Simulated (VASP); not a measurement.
Al, 1 atom in the cell. Symmetry: Fm-3m, No. 225, cubic system. Conventional cell: a = 3.983 Å, b = 3.983 Å, c = 3.983 Å, α = 90.00°, β = 90.00°, γ = 90.00°. Within 3.7 Å of Al (site symmetry m-3m) lie 12 Al at 2.82 Å. 

```yaml
Program: VASP 6.6.1
Task: single point
Functional: LDA
Potentials_or_basis: VASP PAW LDA potentials, release 64 (Al)
Cutoff: 500 eV
k_mesh: 22 × 22 × 22
Occupations: fermi-dirac, width 0.1 eV
Spin: no spin polarisation
Dipole_correction: no
Further_INCAR_settings: ALGO = Normal; EDIFF = 1e-06; NBANDS = 8
```

Potentials or basis: VASP PAW LDA potentials, release 64 (Al).

Launch:

```console
$ cat potpaw_LDA.64/Al/POTCAR > POTCAR
$ mpirun -np 1 vasp_std > vasp.out
```

Hardware: 1 thread of Intel(R) Xeon(R) 6975P-C (Granite Rapids) (shared host).

Q: How long does it take, and how much memory?

A: Wall time 9.1 s on 1 thread of Intel(R) Xeon(R) 6975P-C (Granite Rapids), on a shared host, peak memory 0.14 GiB. Counts: scf iterations 9, k points 328.
